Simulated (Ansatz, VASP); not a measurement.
**Ge2Sb2Se in VASP and in Ansatz**

```
Ge Sb Se
1.0
     4.02155    0.00000    0.00000
    -2.01078    3.48277    0.00000
     0.00000    0.00000    9.81942
Ge Sb Se
2 2 1
Direct
  0.33333 0.66667 0.34534
  0.66667 0.33333 0.65466
  0.33333 0.66667 0.84441
  0.66667 0.33333 0.15559
  0.00000 0.00000 0.50000
```

Change from the starting cell: species swapped into the La2GeI2 type (P-3m1, No. 164).

Alike in both runs: task relaxation of cell and atoms; functional PBE; k mesh 6 × 6 × 2; occupations gaussian, width 0.1 eV; no spin polarisation.

```csv
,VASP,Ansatz
version,VASP 6.6.1,Ansatz 0.2.0
potentials or method,"VASP PAW PBE potentials, release 64 (Ge_d, Sb, Se), cutoff 600 eV","scalar-relativistic, plane waves, PAW"
valence electrons in the cell,44,74
```

|  | VASP | Ansatz | Ansatz less VASP |
| --- | --- | --- | --- |
| gap on the k mesh at the Fermi level, each at its own relaxed structure (eV) | none | none | - |
| relaxed volume (Å³/atom) | 24.60 | 24.77 | +0.166 |
| relaxed cell length with the largest relative difference (Å) | 10.103 | 8.975 | -1.1282 |

A gap of «none» marks a metal or a gap that the smearing closes. One of these differences is far larger than is usual between the two programs; its cause wasn't traced. VASP's potentials hold 44 valence electrons a cell and Ansatz's 74, so a difference there can come from the potentials and not from the codes.

Neither program's run includes spin-orbit coupling.
